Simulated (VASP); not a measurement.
A run of VASP 6.6.1 is set up as follows.

Contents of INCAR:

```
PREC = Accurate
ENCUT = 520
EDIFF = 1E-8
ISMEAR = -1
SIGMA = 0.03
LREAL = F
LASPH = T
NELM = 100
ALGO = Normal
ISIF = 2
LWAVE = F
LCHARG = F
LEFG = T
NBANDS = 35
```

The input KPOINTS:

```
Automatic mesh
0
Gamma
  10 10 3
```

Contents of POSCAR:

```
MoS2
1.0
    3.1610016016      0.0316100160      0.0316100160
   -1.5531257239      2.7217026804      0.0115700689
    0.1229500000      0.1229500000     12.2950000000
Mo S
2 4
Direct
    0.3333333333      0.6666666667      0.2500000000
    0.6666666667      0.3333333333      0.7500000000
    0.3333333333      0.6666666667      0.6275000000
    0.6666666667      0.3333333333      0.1275000000
    0.3333333333      0.6666666667      0.8725000000
    0.6666666667      0.3333333333      0.3725000000
```

Potentials or basis: VASP PAW LDA potentials, release 64 (Mo_sv, S).

The run is started by

```sh
$ cat potpaw_LDA.64/Mo_sv/POTCAR potpaw_LDA.64/S/POTCAR > POTCAR
$ mpirun -np 1 vasp_std > vasp.out
```

Estimate the largest force.

0.937 eV/Å.

Estimate the pressure.

1.4 GPa.

Estimate the band gap on the k mesh.

0.81 eV (least direct gap 1.81 eV).

Forces on the atoms (eV/Å):
```
Mo  -0.137  0.006  0.031
Mo   0.137 -0.006 -0.031
S    0.240  0.312 -0.770
S    0.377  0.306 -0.802
S   -0.377 -0.306  0.802
S   -0.240 -0.312  0.770
```

Caveat: the cell differs from its parent crystal (equal xy, yz and zx shear strains of +2 %); without QUAD_EFG the Cq values of the log hold for a quadrupole moment of 1 mb, not for the nuclei; an odd mesh through Γ misses points on the zone boundary, where band edges can lie.
